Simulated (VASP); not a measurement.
Write the native input for VASP 6.6.1 that does the following.

| Item | Value |
| --- | --- |
| Task | single point |
| Functional | LDA |
| Potentials or basis | VASP PAW LDA potentials, release 64 (Mo_sv, P) |
| Cutoff | 500 eV |
| k mesh | 3 × 3 × 3 |
| Occupations | methfessel-paxton, width 0.1 eV |
| Spin | no spin polarisation |
| Dipole correction | no |
| Further INCAR settings | ALGO = Normal; EDIFF = 1e-06; NBANDS = 90 |

The structure of MoP lies in POSCAR:

```
MoP
1.0
    6.4818669004     -0.0000000578      0.0000000000
   -3.2409334001      5.6134614286      0.0000000000
    0.0000000000      0.0000000000      6.3890524457
Mo P
8 8
Direct
    0.0000000000      0.0000000000      0.0000000000
    0.0000000000      0.0000000000      0.5000000000
    0.0000000000      0.5000000000      0.0000000000
    0.0000000000      0.5000000000      0.5000000000
    0.5000000000      0.0000000000      0.0000000000
    0.5000000000      0.0000000000      0.5000000000
    0.5000000000      0.5000000000      0.0000000000
    0.5000000000      0.5000000000      0.5000000000
    0.1666666666      0.3333333334      0.2500000000
    0.1666666666      0.3333333334      0.7500000000
    0.1666666666      0.8333333333      0.2500000000
    0.1666666666      0.8333333333      0.7500000000
    0.6666666666      0.3333333334      0.2500000000
    0.6666666666      0.3333333334      0.7500000000
    0.6666666666      0.8333333333      0.2500000000
    0.6666666666      0.8333333333      0.7500000000
```

The input as run:

INCAR

```
PREC = Accurate
ENCUT = 500
EDIFF = 1E-6
ISMEAR = 1
SIGMA = 0.1
LREAL = F
LASPH = T
NELM = 120
ALGO = Normal
ISIF = 2
LWAVE = F
LCHARG = F
NBANDS = 90
GGA_COMPAT = F
```

KPOINTS

```
regular mesh
0
Gamma
  3 3 3
```

Potentials or basis: VASP PAW LDA potentials, release 64 (Mo_sv, P).

Launch:

```sh
$ cat potpaw_LDA.64/Mo_sv/POTCAR potpaw_LDA.64/P/POTCAR > POTCAR
$ mpirun -np 1 vasp_std > vasp.out
```

It gave:

| Item | Value |
| --- | --- |
| Pressure | -9.0 GPa |
| Band gap on the k mesh | zero (bands 76 and 77 overlap by 0.56 eV) |

Caveat: the k points lie up to 0.37 Å⁻¹ apart, too coarse for converged energies and pressures of a metal.

Wall time 2.4 min on 1 thread of AMD EPYC 7R43 64-Core Processor (Zen 3), on a shared host, peak memory 0.25 GiB.
